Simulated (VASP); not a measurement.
# BN in VASP: notebook, part 2 of 3

VASP 6.6.1.

## (3) Electric field gradients, LDA (volume scaled by 1.06)

Contents of INCAR:

```
SYSTEM = BN
PREC = Accurate ; ENCUT = 520
EDIFF = 1E-8 ; ISMEAR = -1
SIGMA = 0.02 ; LREAL = .FALSE.
LASPH = .TRUE. ; NELM = 80
ALGO = Normal ; ISIF = 2
LWAVE = .FALSE. ; LCHARG = .FALSE.
GGA = CA ; LEFG = .TRUE.
NBANDS = 11
```

Contents of KPOINTS:

```
regular mesh
0
G
  11 11 11
  0 0 0
```

Contents of POSCAR:

```
BN
1.0
    0.0000000000      1.8429501765      1.8429501765
    1.8429501765      0.0000000000      1.8429501765
    1.8429501765      1.8429501765      0.0000000000
B N
1 1
Direct
    0.0000000000      0.0000000000      0.0000000000
    0.7500000000      0.7500000000      0.7500000000
```

Potentials or basis: VASP PAW LDA potentials, release 64 (B, N).

Command:

```sh
cat potpaw_LDA.64/B/POTCAR potpaw_LDA.64/N/POTCAR > POTCAR
mpirun -np 1 vasp_std > vasp.out
```

OUTCAR:

```text
SYSTEM = BN
   PREC = Accurate
   ENCUT = 520
   EDIFF = 1E-8
   ISMEAR = -1
   LREAL = .FALSE.
   LASPH = .TRUE.
   NELM = 80
   ISIF = 2
   GGA = CA

 ion  position               nearest neighbor table
   1  0.000  0.000  0.000-   2 1.60   2 1.60   2 1.60   2 1.60
   2  0.750  0.750  0.750-   1 1.60   1 1.60   1 1.60   1 1.60

  LATTYP: Found a face centered cubic cell.
 ALAT       =     3.6859003530

  Lattice vectors:

 A1 = (   0.0000000000,   1.8429501765,   1.8429501765)
 A2 = (   1.8429501765,   0.0000000000,   1.8429501765)
 A3 = (   1.8429501765,   1.8429501765,   0.0000000000)

Analysis of symmetry for initial positions (statically):
=====================================================================
 Subroutine PRICEL returns:
 Original cell was already a primitive cell.

 Routine SETGRP: Setting up the symmetry group for a
 face centered cubic supercell.

 Subroutine GETGRP returns: Found 24 space group operations
 (whereof 24 operations were pure point group operations)
 out of a pool of 48 trial point group operations.

The static configuration has the point symmetry T_d .

Analysis of symmetry for dynamics (positions and initial velocities):
=====================================================================
 Subroutine PRICEL returns:
 Original cell was already a primitive cell.

 Routine SETGRP: Setting up the symmetry group for a
 face centered cubic supercell.

 Subroutine GETGRP returns: Found 24 space group operations
 (whereof 24 operations were pure point group operations)
 out of a pool of 48 trial point group operations.

The dynamic configuration has the point symmetry T_d .

 Subroutine INISYM returns: Found 24 space group operations
 (whereof 24 operations are pure point group operations),
 and found     1 'primitive' translations

----------------------------------------------------------------------------------------

                                     Primitive cell

  volume of cell :      12.5190

  direct lattice vectors                    reciprocal lattice vectors
     0.000000000  1.842950177  1.842950177    -0.271304133  0.271304133  0.271304133
     1.842950177  0.000000000  1.842950177     0.271304133 -0.271304133  0.271304133
     1.842950177  1.842950177  0.000000000     0.271304133  0.271304133 -0.271304133

  length of vectors
     2.606325134  2.606325134  2.606325134     0.469912543  0.469912543  0.469912543

  position of ions in fractional coordinates (direct lattice)
     0.000000000  0.000000000  0.000000000
     0.750000000  0.750000000  0.750000000

  ion indices of the primitive-cell ions
   primitive index   ion index
                 1           1
                 2           2

----------------------------------------------------------------------------------------

 KPOINTS: regular mesh

Automatic generation of k-mesh.
 Grid dimensions read from file:
[... 73 lines left out ...]
   POTIM  = 0.5000    time-step for ionic-motion
   TEBEG  =    0.0;   TEEND  =   0.0 temperature during run
   PSTRESS=    0.0 pullay stress
   NELECT =       8.0000    total number of electrons
   NUPDOWN=      -1.0000    fix difference up-down
   EMIN   =  10.00;   EMAX   =-10.00  energy-range for DOS
   EFERMI =   0.00;   METHOD = LEGACY
   ISMEAR =    -1;   SIGMA  =   0.02  broadening in eV -4-tet -1-fermi 0-gaus
   EFERMI_NEDOS =   21; number of points for ismear=-14 and -15
   IALGO  =     38    algorithm
   IMIX   =      4    mixing-type and parameters
     AMIX     =   0.40;   BMIX     =  1.00
     AMIX_MAG =   1.60;   BMIX_MAG =  1.00
  volume/ion in A,a.u.               =       6.26        42.24
  Fermi-wavevector in a.u.,A,eV,Ry     =   1.410093  2.664690 27.053329  1.988364
  Thomas-Fermi vector in A             =   2.532082
   LORBIT       =      0    0 simple, 1 ext, 2 COOP (PROOUT), +10 PAW based schemes
   GGA     = CA    functional components
   LHFCALC =     F    Hartree Fock is set to
   AEXX    =    0.0000 exact exchange contribution
   IVDW    =     0    specifies the selected vdW correction
   LEPSILON=     F    determine dielectric tensor
   LRPA    =     F    only Hartree local field effects (RPA)
 non-spin polarized calculation
  energy-cutoff  :      520.00
  volume of cell :       12.52
 maximum number of plane-waves:       344
   NGX =  9   NGY =  9   NGZ =  9

 number of electron       8.0000002 magnetization

 Free energy of the ion-electron system (eV)
  ---------------------------------------------------
  ext. energy  EPLUGINS =         0.00000000
  ---------------------------------------------------
  free energy    TOTEN  =       -19.31676517 eV

  energy without entropy =      -19.31676517  energy(sigma->0) =      -19.31676517

 E-fermi :   7.0855     XC(G=0): -12.8269

 val. band max:        6.6769011970   @ k =   0.0000   0.0000   0.0000
 cond. band min:      11.0474358068   @ k =   0.4545   0.4545   0.0000
 fundamental gap:      4.3705346098
 Fermi energy:         7.0855053188

 k-point     1 :       0.0000    0.0000    0.0000
  band No.  band energies     occupation
      1     -12.7472      2.00000
      2       6.6769      2.00000
      3       6.6769      2.00000
      4       6.6769      2.00000
      5      15.0866      0.00000
      6      15.0866      0.00000
      7      15.0866      0.00000
      8      16.1894      0.00000
      9      30.0860      0.00000
     10      33.7583      0.00000
     11      33.7583      0.00000
[... 309 lines left out ...]
 k-point    24 :      -0.1818    0.1818    0.0000
  band No.  band energies     occupation
      1     -10.7776      2.00000
      2       1.3710      2.00000
      3       3.1118      2.00000
      4       5.6844      2.00000
      5      16.7357      0.00000
      6      16.7611      0.00000
      7      17.1654      0.00000
      8      19.3441      0.00000
      9      27.3878      0.00000
     10      27.9981      0.00000
     11      32.1083      0.00000

 [... further k-points ...]
[... 5 lines left out ...]
  --------------------------------------------------------------------------------------
  -------------------------------------------------------------------------------------
  Total       -2.2802624     -2.2802624     -2.2802624      0.0000000      0.0000000      0.0000000
  in kB     -291.8264371   -291.8264371   -291.8264371      0.0000000      0.0000000      0.0000000
  external PRESSURE =    -291.8264371 kB  Pullay stress =       0.0000000 kB

 VOLUME and BASIS-vectors are now :
 -----------------------------------------------------------------------------
  energy-cutoff  :      520.00
  volume of cell :       12.52
      direct lattice vectors                 reciprocal lattice vectors
     0.000000000  1.842950177  1.842950177    -0.271304133  0.271304133  0.271304133
     1.842950177  0.000000000  1.842950177     0.271304133 -0.271304133  0.271304133
     1.842950177  1.842950177  0.000000000     0.271304133  0.271304133 -0.271304133

 POSITION                                       TOTAL-FORCE (eV/Angst)
 -----------------------------------------------------------------------------------
      0.00000      0.00000      0.00000         0.000000     -0.000000     -0.000000
      2.76443      2.76443      2.76443        -0.000000      0.000000      0.000000
 -----------------------------------------------------------------------------------
    total drift:                                0.000000      0.000000      0.000000

  FREE ENERGIE OF THE ION-ELECTRON SYSTEM (eV)
  ---------------------------------------------------
  free  energy   TOTEN  =       -19.3167651682 eV

  energy  without entropy=      -19.3167651682  energy(sigma->0) =      -19.31676517

 Electric field gradients (V/A^2)
---------------------------------------------------------------------
 ion       V_xx      V_yy      V_zz      V_xy      V_xz      V_yz
---------------------------------------------------------------------
   1       0.000     0.000    -0.000     0.000     0.000     0.000
   2       0.000     0.000     0.000    -0.001    -0.001    -0.001
---------------------------------------------------------------------

 Electric field gradients after diagonalization (V/A^2)
 (convention: |V_zz| > |V_xx| > |V_yy|)
----------------------------------------------------------------------
 ion       V_xx      V_yy      V_zz     asymmetry (V_yy - V_xx)/ V_zz
----------------------------------------------------------------------
   1      -0.000    -0.000     0.000       0.000
   2       0.001     0.001    -0.001       0.000
----------------------------------------------------------------------

           NMR quadrupolar parameters

 Cq : quadrupolar parameter    Cq=e*Q*V_zz/h
 eta: asymmetry parameters     (V_yy - V_xx)/ V_zz
 Q  : nuclear electric quadrupole moment in mb (millibarn)
----------------------------------------------------------------------
 ion       Cq(MHz)       eta       Q (mb)
----------------------------------------------------------------------
   1       0.000       0.000       1.000
   2      -0.000       0.000       1.000
----------------------------------------------------------------------
```

OSZICAR:

```text
N       E                     dE             d eps       ncg     rms          rms(c)
DAV:   1     0.816835824136E+01    0.81684E+01   -0.48091E+03  1267   0.704E+02
DAV:   2    -0.198878566658E+02   -0.28056E+02   -0.27365E+02  1488   0.152E+02
DAV:   3    -0.203464328938E+02   -0.45858E+00   -0.45787E+00  1471   0.163E+01
DAV:   4    -0.203469442088E+02   -0.51132E-03   -0.51131E-03  1304   0.673E-01
DAV:   5    -0.203469447386E+02   -0.52977E-06   -0.52977E-06  1445   0.208E-02    0.621E+00
DAV:   6    -0.194354809570E+02    0.91146E+00   -0.33446E+00  1232   0.997E+00    0.291E+00
DAV:   7    -0.193468727443E+02    0.88608E-01   -0.62759E-02  1412   0.211E+00    0.171E+00
DAV:   8    -0.193169435612E+02    0.29929E-01   -0.40874E-02  1349   0.136E+00    0.152E-01
DAV:   9    -0.193167815594E+02    0.16200E-03   -0.10035E-03  1355   0.256E-01    0.779E-02
DAV:  10    -0.193167646923E+02    0.16867E-04   -0.52738E-05  1340   0.653E-02    0.139E-02
DAV:  11    -0.193167652093E+02   -0.51696E-06   -0.13144E-06  1406   0.799E-03    0.652E-03
DAV:  12    -0.193167651673E+02    0.41931E-07   -0.41330E-07  1319   0.361E-03    0.130E-04
DAV:  13    -0.193167651682E+02   -0.84043E-09   -0.56102E-09   727   0.681E-04
   1 F= -.19316765E+02 E0= -.19316765E+02  d E =-.259136E-11
```

stdout:

```text
POSCAR found type information on POSCAR B N
 POSCAR found :  2 types and       2 ions
 scaLAPACK will be used
 LDA part: xc-table for (Slater(with rela. corr.)+CA(PZ))
 , standard interpolation
 POSCAR, INCAR and KPOINTS ok, starting setup
 FFT: planning ... GRIDC
 FFT: planning ... GRID_SOFT
 FFT: planning ... GRID
 WAVECAR not read
 entering main loop
ion   1

ion   2
```

Run time: 3.1 s. Hardware: 1 thread of Intel Xeon 6975P-C (Granite Rapids), shared host; peak memory 0.11 GiB.

What came out:

```yaml
Free_energy: -19.3168 eV
Pressure: -29.2 GPa
Band_gap_on_the_k_mesh: 4.37 eV, indirect (least direct gap 8.41 eV)
```

Levels at points of the mesh, in eV from the valence-band top:
```
           k point  band 2  band 3  band 4  band 5  band 6  band 7
(0.00, 0.00, 0.00)    0.00    0.00    0.00    8.41    8.41    8.41
```

Caveat: without QUAD_EFG the Cq values of the log hold for a quadrupole moment of 1 mb, not for the nuclei. A k mesh can miss the band edges.

## (4) Electric field gradients, LDA (equal xx and yy strain of +1 %)

Contents of INCAR:

```
SYSTEM = BN
  PREC = Accurate
  ENCUT = 520
  EDIFF = 1E-8
  ISMEAR = -1
  SIGMA = 0.02
  LREAL = .FALSE.
  LASPH = .TRUE.
  NELM = 80
  ALGO = Normal
  ISIF = 2
  LWAVE = .FALSE.
  LCHARG = .FALSE.
  LEFG = .TRUE.
  NBANDS = 11
```

Contents of KPOINTS:

```
Automatic mesh
0
G
  11 11 11
  0 0 0
```

Contents of POSCAR:

```
BN
1.0
    0.0000000000      1.8255750000      1.8075000000
    1.8255750000      0.0000000000      1.8075000000
    1.8255750000      1.8255750000      0.0000000000
B N
1 1
Direct
    0.0000000000      0.0000000000      0.0000000000
    0.7500000000      0.7500000000      0.7500000000
```

Potentials or basis: VASP PAW LDA potentials, release 64 (B, N).

Command:

```sh
cat potpaw_LDA.64/B/POTCAR potpaw_LDA.64/N/POTCAR > POTCAR
mpirun -np 1 vasp_std > vasp.out
```

OUTCAR:

```text
SYSTEM = BN
   PREC = Accurate
   ENCUT = 520
   EDIFF = 1E-8
   ISMEAR = -1
   LREAL = .FALSE.
   LASPH = .TRUE.
   NELM = 80
   ISIF = 2

 ion  position               nearest neighbor table
   1  0.000  0.000  0.000-   2 1.58   2 1.58   2 1.58   2 1.58
   2  0.750  0.750  0.750-   1 1.58   1 1.58   1 1.58   1 1.58

  LATTYP: Found a body centered tetragonal cell.
 ALAT       =     2.5817529241
 C/A-ratio  =     1.4002114479

  Lattice vectors:

[... 547 lines left out ...]

  FREE ENERGIE OF THE ION-ELECTRON SYSTEM (eV)
  ---------------------------------------------------
  free  energy   TOTEN  =       -19.3831965052 eV

  energy  without entropy=      -19.3831965052  energy(sigma->0) =      -19.38319651

 Electric field gradients (V/A^2)
---------------------------------------------------------------------
 ion       V_xx      V_yy      V_zz      V_xy      V_xz      V_yz
---------------------------------------------------------------------
   1      -0.176    -0.176     0.351     0.000     0.000     0.000
   2       0.787     0.787    -1.573    -0.000    -0.001    -0.001
---------------------------------------------------------------------

 Electric field gradients after diagonalization (V/A^2)
 (convention: |V_zz| > |V_xx| > |V_yy|)
----------------------------------------------------------------------
 ion       V_xx      V_yy      V_zz     asymmetry (V_yy - V_xx)/ V_zz
----------------------------------------------------------------------
   1      -0.176    -0.176     0.351       0.000
   2       0.787     0.786    -1.573       0.001
----------------------------------------------------------------------

           NMR quadrupolar parameters

 Cq : quadrupolar parameter    Cq=e*Q*V_zz/h
 eta: asymmetry parameters     (V_yy - V_xx)/ V_zz
 Q  : nuclear electric quadrupole moment in mb (millibarn)
----------------------------------------------------------------------
 ion       Cq(MHz)       eta       Q (mb)
----------------------------------------------------------------------
   1       0.001       0.000       1.000
   2      -0.004       0.001       1.000
----------------------------------------------------------------------
```

Wall time 20 s (1 thread of AMD EPYC 7R13 (Zen 3), shared host); peak memory 0.09 GiB.

Results:

```yaml
Free_energy: -19.3832 eV
Pressure: -17.1 GPa
Band_gap_on_the_k_mesh: 4.25 eV, indirect (least direct gap 8.48 eV)
```

Electric field gradients, principal values (V/Å²):
| atom | least | middle | greatest (by size) |
| --- | --- | --- | --- |
| 1 B | -0.176 | -0.176 | 0.351 |
| 2 N | 0.786 | 0.787 | -1.573 |

Caveat: the cell differs from its parent crystal (equal xx and yy strain of +1 %); without QUAD_EFG the Cq values of the log hold for a quadrupole moment of 1 mb, not for the nuclei. A k mesh can miss the band edges.

(Part 2 of 3 ends here.)
